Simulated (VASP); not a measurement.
# BaTiO3 (P4mm) in VASP: a series of runs

Runs on BaTiO3. Level: PBE+D3(BJ). Tasks: single point, relaxation of cell and atoms.

Program: VASP 6.6.1. These are calculated values, not measurements. Logs are shortened: lines on timing, memory, paths and dates and some standing lists are left out, and cuts for length are marked.

### 1 The cell of the first run

The structure is tetragonal, space group P4mm (No. 99). The conventional cell has a = 4.000 Å, b = 4.000 Å, c = 4.018 Å, α = 90.00°, β = 90.00°, γ = 90.00°. Ba (site symmetry 4mm) has 12 O at 2.79 to 2.88 Å and 8 Ti at 3.45 to 3.49 Å within 3.7 Å. Within 2.5 Å of Ti (site symmetry 4mm) lie 6 O at 1.89 to 2.13 Å. Within 2.5 Å of O (site symmetry 4mm) lie 2 Ti at 1.89 to 2.13 Å. Within 2.9 Å of O (site symmetry 2mm) lie 2 Ti at 2.00 Å and 4 Ba at 2.79 to 2.88 Å and 8 O at 2.83 to 2.84 Å.

### 2 Single point, PBE+D3(BJ)

Input file INCAR:

```
PREC = Accurate
ENCUT = 520
EDIFF = 1E-6
ISMEAR = 0
SIGMA = 0.1
LREAL = F
LASPH = T
NELM = 100
ALGO = Normal
ISIF = 2
LWAVE = F
LCHARG = F
GGA = PE
IVDW = 12
NBANDS = 28
```

Input file KPOINTS:

```
regular mesh
0
Gamma
  4 4 4
```

Input file POSCAR:

```
BaTiO3
1.0
    3.9998000000      0.0000000000      0.0000000000
    0.0000000000      3.9998000000      0.0000000000
    0.0000000000      0.0000000000      4.0180000000
Ba Ti O
1 1 3
Direct
    0.0000000000      0.0000000000      0.0000000000
    0.5000000000      0.5000000000      0.4900000000
    0.5000000000      0.5000000000      0.0190000000
    0.5000000000      0.0000000000      0.5170000000
    0.0000000000      0.5000000000      0.5170000000
```

Potentials or basis: VASP PAW PBE potentials, release 64 (Ba_sv, Ti_sv, O).

On the command line:

```
$ cat potpaw_PBE.64/Ba_sv/POTCAR potpaw_PBE.64/Ti_sv/POTCAR potpaw_PBE.64/O/POTCAR > POTCAR
$ mpirun -np 1 vasp_std > vasp.out
```

OUTCAR:

```text
PREC = Accurate
   ENCUT = 520
   EDIFF = 1E-6
   ISMEAR = 0
   LREAL = F
   LASPH = T
   NELM = 100
   ISIF = 2
   GGA = PE
   IVDW = 12
 IVDW          = 12

 ion  position               nearest neighbor table
   1  0.000  0.000  0.000-   4 2.79   5 2.79   5 2.79   4 2.79   3 2.83   3 2.83   3 2.83   3 2.83
                             4 2.88   5 2.88   5 2.88   4 2.88   2 3.45   2 3.45   2 3.45   2 3.45
   2  0.500  0.500  0.490-   3 1.89   4 2.00   5 2.00   4 2.00   5 2.00   3 2.13   1 3.45   1 3.45
                             1 3.45   1 3.45   1 3.49   1 3.49   1 3.49   1 3.49
   3  0.500  0.500  0.019-   2 1.89   2 2.13   1 2.83   1 2.83   1 2.83   1 2.83
   4  0.500  0.000  0.517-   2 2.00   2 2.00   1 2.79   1 2.79   1 2.88   1 2.88
   5  0.000  0.500  0.517-   2 2.00   2 2.00   1 2.79   1 2.79   1 2.88   1 2.88

  LATTYP: Found a simple tetragonal cell.
 ALAT       =     3.9998000000
 C/A-ratio  =     1.0045502275

  Lattice vectors:

 A1 = (   3.9998000000,   0.0000000000,   0.0000000000)
 A2 = (   0.0000000000,   3.9998000000,   0.0000000000)
 A3 = (   0.0000000000,   0.0000000000,   4.0180000000)

Analysis of symmetry for initial positions (statically):
=====================================================================
 Subroutine PRICEL returns:
 Original cell was already a primitive cell.

 Routine SETGRP: Setting up the symmetry group for a
 simple tetragonal supercell.

 Subroutine GETGRP returns: Found  8 space group operations
 (whereof  8 operations were pure point group operations)
 out of a pool of 16 trial point group operations.

The static configuration has the point symmetry C_4v.

Analysis of symmetry for dynamics (positions and initial velocities):
=====================================================================
 Subroutine PRICEL returns:
 Original cell was already a primitive cell.

 Routine SETGRP: Setting up the symmetry group for a
 simple tetragonal supercell.

 Subroutine GETGRP returns: Found  8 space group operations
 (whereof  8 operations were pure point group operations)
 out of a pool of 16 trial point group operations.

The dynamic configuration has the point symmetry C_4v.

 Subroutine INISYM returns: Found  8 space group operations
 (whereof  8 operations are pure point group operations),
 and found     1 'primitive' translations

----------------------------------------------------------------------------------------

                                     Primitive cell

  volume of cell :      64.2816

  direct lattice vectors                    reciprocal lattice vectors
     3.999800000  0.000000000  0.000000000     0.250012501  0.000000000  0.000000000
     0.000000000  3.999800000  0.000000000     0.000000000  0.250012501  0.000000000
     0.000000000  0.000000000  4.018000000     0.000000000  0.000000000  0.248880040

  length of vectors
     3.999800000  3.999800000  4.018000000     0.250012501  0.250012501  0.248880040

  position of ions in fractional coordinates (direct lattice)
     0.000000000  0.000000000  0.000000000
     0.500000000  0.500000000  0.490000000
     0.500000000  0.500000000  0.019000000
     0.500000000  0.000000000  0.517000000
     0.000000000  0.500000000  0.517000000

  ion indices of the primitive-cell ions
   primitive index   ion index
                 1           1
                 2           2
                 3           3
                 4           4
                 5           5

----------------------------------------------------------------------------------------

 KPOINTS: regular mesh

Automatic generation of k-mesh.
 Grid dimensions read from file:
 generate k-points for:    4    4    4

 Generating k-lattice:

  Cartesian coordinates                     Fractional coordinates (reciprocal lattice)
     0.062503125  0.000000000  0.000000000     0.250000000  0.000000000  0.000000000
     0.000000000  0.062503125  0.000000000     0.000000000  0.250000000  0.000000000
     0.000000000  0.000000000  0.062220010     0.000000000  0.000000000  0.250000000

  Length of vectors
     0.062503125  0.062503125  0.062220010

  Shift w.r.t. Gamma in fractional coordinates (k-lattice)
     0.000000000  0.000000000  0.000000000

 Subroutine IBZKPT returns following result:
 ===========================================

 Found     18 irreducible k-points:

 Following reciprocal coordinates:
            Coordinates               Weight
  0.000000  0.000000  0.000000      1.000000
  0.250000  0.000000  0.000000      4.000000
  0.500000  0.000000  0.000000      2.000000
  0.250000  0.250000  0.000000      4.000000
  0.500000  0.250000  0.000000      4.000000
  0.500000  0.500000  0.000000      1.000000
[... 10 lines left out ...]
  0.500000  0.250000  0.500000      4.000000
  0.500000  0.500000  0.500000      1.000000
   k-points           NKPTS =     18   k-points in BZ     NKDIM =     18   number of bands    NBANDS=     28
   number of dos      NEDOS =    301   number of ions     NIONS =      5
   total plane-waves  NPLWV =  27000
   dimension x,y,z NGX =    30 NGY =   30 NGZ =   30
   dimension x,y,z NGXF=    60 NGYF=   60 NGZF=   60
   ions per type =               1   1   3
   NGX,Y,Z   is equivalent  to a cutoff of  12.47, 12.47, 12.41 a.u.
   NGXF,Y,Z  is equivalent  to a cutoff of  24.94, 24.94, 24.83 a.u.
 SYSTEM =  unknown system
   PREC   = accura    normal or accurate (medium, high low for compatibility)
   ISTART =      0    job   : 0-new  1-cont  2-samecut
   ICHARG =      2    charge: 1-file 2-atom 10-const
   ISPIN  =      1    spin polarized calculation?
   LNONCOLLINEAR =      F non collinear calculations
   LSORBIT =      F    spin-orbit coupling
   LASPH  =      T    aspherical Exc in radial PAW
   ENCUT  =  520.0 eV  38.22 Ry    6.18 a.u.   7.44  7.44  7.47*2*pi/ulx,y,z
   NELM   =    100;   NELMIN=  2; NELMDL= -5     # of ELM steps
   EDIFF  = 0.1E-05   stopping-criterion for ELM
   LREAL  =      F    real-space projection
   EDIFFG = 0.1E-04   stopping-criterion for IOM
   NSW    =      0    number of steps for IOM
   IBRION =     -1    ionic relax: 0-MD 1-quasi-New 2-CG
   NFREE  =      0    steps in history (QN), initial steepest desc. (CG)
   ISIF   =      2    stress and relaxation
   ISYM   =      2    0-nonsym 1-usesym 2-fastsym
   POTIM  = 0.5000    time-step for ionic-motion
   TEBEG  =    0.0;   TEEND  =   0.0 temperature during run
   PSTRESS=    0.0 pullay stress
   NELECT =      40.0000    total number of electrons
   NUPDOWN=      -1.0000    fix difference up-down
   EMIN   =  10.00;   EMAX   =-10.00  energy-range for DOS
   EFERMI =   0.00;   METHOD = LEGACY
   ISMEAR =     0;   SIGMA  =   0.10  broadening in eV -4-tet -1-fermi 0-gaus
   EFERMI_NEDOS =   21; number of points for ismear=-14 and -15
   IALGO  =     38    algorithm
   IMIX   =      4    mixing-type and parameters
     AMIX     =   0.40;   BMIX     =  1.00
     AMIX_MAG =   1.60;   BMIX_MAG =  1.00
  volume/ion in A,a.u.               =      12.86        86.76
  Fermi-wavevector in a.u.,A,eV,Ry     =   1.397653  2.641181 26.578078  1.953434
  Thomas-Fermi vector in A             =   2.520888
   LORBIT       =      0    0 simple, 1 ext, 2 COOP (PROOUT), +10 PAW based schemes
   GGA     = PE    functional components
   LHFCALC =     F    Hartree Fock is set to
   AEXX    =    0.0000 exact exchange contribution
   IVDW    =    12    specifies the selected vdW correction
   LEPSILON=     F    determine dielectric tensor
   LRPA    =     F    only Hartree local field effects (RPA)
 non-spin polarized calculation
 Gauss-broadening in eV      SIGMA  =   0.10
  energy-cutoff  :      520.00
  volume of cell :       64.28
 maximum number of plane-waves:      1755
 NGX is ok and might be reduce to    30
   NGX = 15   NGY = 15   NGZ = 15

 number of electron      39.9999977 magnetization

 Free energy of the ion-electron system (eV)
  ---------------------------------------------------
  ext. energy  EPLUGINS =         0.00000000
  ---------------------------------------------------
  free energy    TOTEN  =       -39.97207236 eV

  energy without entropy =      -39.97207236  energy(sigma->0) =      -39.97207236

 E-fermi :   4.3410     XC(G=0): -11.2423

 val. band max:        3.8497924726   @ k =   0.5000   0.5000   0.5000
 cond. band min:       5.6113556955   @ k =   0.0000   0.0000   0.0000
 fundamental gap:      1.7615632229
 Fermi energy:         4.3409818894

 k-point     1 :       0.0000    0.0000    0.0000
  band No.  band energies     occupation
      1     -52.7644      2.00000
      2     -29.0035      2.00000
      3     -28.9756      2.00000
      4     -28.9756      2.00000
      5     -21.0124      2.00000
      6     -13.0728      2.00000
[... 20 lines left out ...]
     27       8.8954      0.00000
     28      11.1456      0.00000

 k-point     2 :       0.2500    0.0000    0.0000
  band No.  band energies     occupation
      1     -52.7639      2.00000
      2     -29.0029      2.00000
      3     -29.0015      2.00000
      4     -28.9746      2.00000
      5     -20.9534      2.00000
      6     -13.1523      2.00000
[... 20 lines left out ...]
     27       9.9702      0.00000
     28      12.1781      0.00000

 k-point     3 :       0.5000    0.0000    0.0000
  band No.  band energies     occupation
      1     -52.7634      2.00000
      2     -29.0280      2.00000
      3     -29.0015      2.00000
      4     -28.9736      2.00000
      5     -20.8927      2.00000
      6     -13.3084      2.00000
[... 20 lines left out ...]
     27      11.3971      0.00000
     28      12.0191      0.00000

 k-point     4 :       0.2500    0.2500    0.0000
  band No.  band energies     occupation
      1     -52.7634      2.00000
      2     -29.0022      2.00000
      3     -29.0003      2.00000
      4     -29.0001      2.00000
      5     -20.9046      2.00000
      6     -13.0578      2.00000
[... 392 lines left out ...]
     27      12.0277      0.00000
     28      12.1604      0.00000

 k-point    17 :       0.5000    0.2500    0.5000
  band No.  band energies     occupation
      1     -52.7619      2.00000
      2     -29.0492      2.00000
      3     -29.0235      2.00000
      4     -28.9971      2.00000
      5     -20.7861      2.00000
      6     -12.4333      2.00000
[... 20 lines left out ...]
     27      11.8668      0.00000
     28      12.0419      0.00000

 k-point    18 :       0.5000    0.5000    0.5000
  band No.  band energies     occupation
      1     -52.7614      2.00000
      2     -29.0480      2.00000
      3     -29.0223      2.00000
      4     -29.0223      2.00000
      5     -20.7523      2.00000
      6     -12.2301      2.00000
[... 20 lines left out ...]
     27      11.4590      0.00000
     28      11.6427      0.00000

------------------------ aborting loop because EDIFF is reached ----------------------------------------

 Edisp (eV)   -1.32131

 E8    (eV) :    -0.6008

  FORCE on cell =-STRESS in cart. coord.  units (eV):
  Direction    XX          YY          ZZ          XY          YZ          ZX
  --------------------------------------------------------------------------------------
  -------------------------------------------------------------------------------------
  Total       0.21393     0.21393     0.61460     0.00000     0.00000     0.00000
  in kB       5.33199     5.33199    15.31860     0.00000     0.00000     0.00000
  external pressure =        8.66 kB  Pullay stress =        0.00 kB

 VOLUME and BASIS-vectors are now :
 -----------------------------------------------------------------------------
  energy-cutoff  :      520.00
  volume of cell :       64.28
      direct lattice vectors                 reciprocal lattice vectors
     3.999800000  0.000000000  0.000000000     0.250012501  0.000000000  0.000000000
     0.000000000  3.999800000  0.000000000     0.000000000  0.250012501  0.000000000
     0.000000000  0.000000000  4.018000000     0.000000000  0.000000000  0.248880040

 POSITION                                       TOTAL-FORCE (eV/Angst)
 -----------------------------------------------------------------------------------
      0.00000      0.00000      0.00000        -0.000000     -0.000000      0.071723
      1.99990      1.99990      1.96882         0.000000     -0.000000     -0.202196
      1.99990      1.99990      0.07634         0.000000      0.000000      0.306155
      1.99990      0.00000      2.07731         0.000000     -0.000000     -0.087841
      0.00000      1.99990      2.07731        -0.000000     -0.000000     -0.087841
 -----------------------------------------------------------------------------------
    total drift:                                0.000000      0.000000      0.000063

  FREE ENERGIE OF THE ION-ELECTRON SYSTEM (eV)
  ---------------------------------------------------
  free  energy   TOTEN  =       -41.2933776684 eV

  energy  without entropy=      -41.2933776684  energy(sigma->0) =      -41.29337767
```

It took 77 s on 1 thread of Intel Xeon 8259CL, shared host; peak memory 0.17 GiB.

What came out:

```
Free energy                : -41.2934 eV
Pressure                   : 0.9 GPa
Largest force              : 0.306 eV/Å
Band gap on the k mesh     : 1.76 eV (least direct gap 2.05 eV)
Dispersion energy per atom : -0.264 eV
```

Forces on the atoms (eV/Å):
```
Ba   0.000  0.000  0.072
Ti   0.000  0.000 -0.202
O    0.000  0.000  0.306
O    0.000  0.000 -0.088
O    0.000  0.000 -0.088
```

Levels at points of the mesh, in eV from the valence-band top:
| k point | band 17 | band 18 | band 19 | band 20 | band 21 | band 22 | band 23 | band 24 |
| --- | --- | --- | --- | --- | --- | --- | --- | --- |
| (0.00, 0.00, 0.00) | -1.14 | -0.31 | -0.29 | -0.29 | 1.76 | 1.98 | 1.98 | 3.95 |
| (0.50, 0.00, 0.00) | -1.83 | -1.73 | -0.94 | -0.84 | 2.11 | 3.48 | 3.51 | 4.01 |
| (0.50, 0.50, 0.00) | -1.76 | -0.97 | -0.97 | -0.09 | 3.52 | 3.52 | 3.91 | 4.68 |
| (0.00, 0.00, 0.50) | -1.94 | -1.94 | -0.71 | -0.71 | 1.92 | 3.54 | 3.54 | 3.95 |
| (0.50, 0.00, 0.50) | -1.72 | -0.91 | -0.89 | -0.17 | 3.50 | 3.55 | 3.90 | 4.79 |
| (0.50, 0.50, 0.50) | -2.42 | -0.08 | -0.08 | 0.00 | 4.15 | 4.15 | 4.15 | 6.53 |

Caveat: spin-orbit coupling is left out, which moves the levels of the heavy elements. A k mesh can miss the band edges.

(Continued in part 2 of 2.)
